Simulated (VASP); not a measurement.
TiHg, 2 atoms in the cell. Symmetry: P4/mmm, No. 123, tetragonal system. The conventional cell has a = 2.979 Å, b = 2.979 Å, c = 4.000 Å, α = 90.00°, β = 90.00°, γ = 90.00°. Ti (site symmetry 4/mmm) has 8 Hg at 2.90 Å and 4 Ti at 2.98 Å within 3.8 Å. Hg (site symmetry 4/mmm) has 8 Ti at 2.90 Å and 4 Hg at 2.98 Å within 3.8 Å. 

| Property | Result |
| --- | --- |
| Program | VASP 6.6.1 |
| Task | relaxation of cell and atoms |
| Functional | PBEsol |
| Potentials or basis | VASP PAW PBE potentials, release 64 (Ti_sv, Hg) |
| Cutoff | 600 eV |
| k mesh | 11 × 11 × 8 |
| Occupations | fermi-dirac, width 0.05 eV |
| Spin | no spin polarisation |
| Dipole correction | no |
| Further INCAR settings | ALGO = Normal; EDIFF = 1e-06; IBRION = 2; EDIFFG = -0.005; NSW = 100; ISIF = 3 |

Potentials or basis: VASP PAW PBE potentials, release 64 (Ti_sv, Hg).

Launch:

```console
$ cat potpaw_PBE.64/Ti_sv/POTCAR potpaw_PBE.64/Hg/POTCAR > POTCAR
$ mpirun -np 1 vasp_std > vasp.out
```

Hardware: 1 thread of AMD EPYC 9R14 (Zen 4), on a shared host.

Q: How long does it take, and how much memory?

A: Wall time 110 s on 1 thread of AMD EPYC 9R14 (Zen 4) (shared host), peak memory 0.19 GiB. Counts: scf iterations 47, k points 105, ion steps 6.
